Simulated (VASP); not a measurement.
Set up this calculation in VASP 6.6.1, as the native input.

```
Task                   : single point
Functional             : PBEsol
Potentials or basis    : VASP PAW PBE potentials, release 64 (Sn_d, O)
Cutoff                 : 520 eV
k mesh                 : 6 × 6 × 8
Occupations            : fermi-dirac, width 0.05 eV
Spin                   : no spin polarisation
Dipole correction      : no
Further INCAR settings : ALGO = Normal; EDIFF = 1e-06; NBANDS = 35
```

The structure of SnO2 lies in POSCAR:

```
SnO2
1.0
    4.7558687767      0.0000000000      0.0000000000
    0.0000000000      4.8339193917      0.0000000000
    0.0000000000      0.0000000000      3.2191463513
Sn O
2 4
Direct
    0.0000000000      0.0000000000      0.0000000000
    0.5000000000      0.5000000000      0.5000000000
    0.7081450000      0.6789580000      0.0000000000
    0.2081450000      0.8210420000      0.5000000000
    0.7918550000      0.1789580000      0.5000000000
    0.2918550000      0.3210420000      0.0000000000
```

The input as run:

INCAR

```
ALGO = Normal
EDIFF = 1E-6
ENCUT = 520
GGA = PS
ISIF = 2
ISMEAR = -1
LASPH = True
LCHARG = False
LREAL = False
LWAVE = False
NBANDS = 35
NELM = 80
PREC = Accurate
SIGMA = 0.05
```

KPOINTS

```
k-points
0
Gamma
  6 6 8
```

Potentials or basis: VASP PAW PBE potentials, release 64 (Sn_d, O).

Run with:

```console
$ cat potpaw_PBE.64/Sn_d/POTCAR potpaw_PBE.64/O/POTCAR > POTCAR
$ mpirun -np 1 vasp_std > vasp.out
```

Results of the run:

The pressure is -2.2 GPa, the largest force is 0.069 eV/Å and the band gap on the k mesh is 0.90 eV.

Caveat: the PAW data sets were made with another functional, which shifts forces and pressure a little; spin-orbit coupling is left out, which moves the levels of the heavy elements.

It took 100 s on 1 thread of Intel(R) Xeon(R) Platinum 8488C (Sapphire Rapids), with other jobs on the host, peak memory 0.28 GiB.
